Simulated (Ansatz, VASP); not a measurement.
TaN in VASP and in Ansatz

```
Ta N
1.0
     3.04800    0.00000    0.00000
    -1.52400    2.63965    0.00000
     0.00000    0.00000    4.96718
Ta N
2 2
Direct
  0.00000 0.00000 0.00000
  0.00000 0.00000 0.50000
  0.33333 0.66667 0.25000
  0.66667 0.33333 0.75000
```

Change from the starting cell: zz strain of +1 %, crystal datasets.

Alike in both runs: task electric field gradients; functional PBEsol; k mesh 9 × 9 × 5; occupations fermi-dirac, width 0.01 eV; no spin polarisation.

|  | VASP | Ansatz |
| --- | --- | --- |
| version | VASP 6.6.1 | Ansatz 0.2.0 |
| potentials or method | VASP PAW PBE potentials, release 64 (Ta_pv, N), cutoff 520 eV | all-electron PAW with datasets made for the crystal, scalar-relativistic |

```csv
,VASP,Ansatz,Ansatz less VASP
pressure (GPa),43.7,41.7,-1.99
"traceless stress, the component that is largest in VASP (GPa)",56.05,55.33,-0.724
size of Vzz on the site where it differs most (V/Å²),186.6,209.3,+22.74
```

VASP's potentials were made for PBE, not for PBEsol. Both programs put the cell under a high pressure, so it lies far from rest at this level. Ansatz ran all-electron here, and VASP with PAW potentials.

Neither program's run includes spin-orbit coupling.
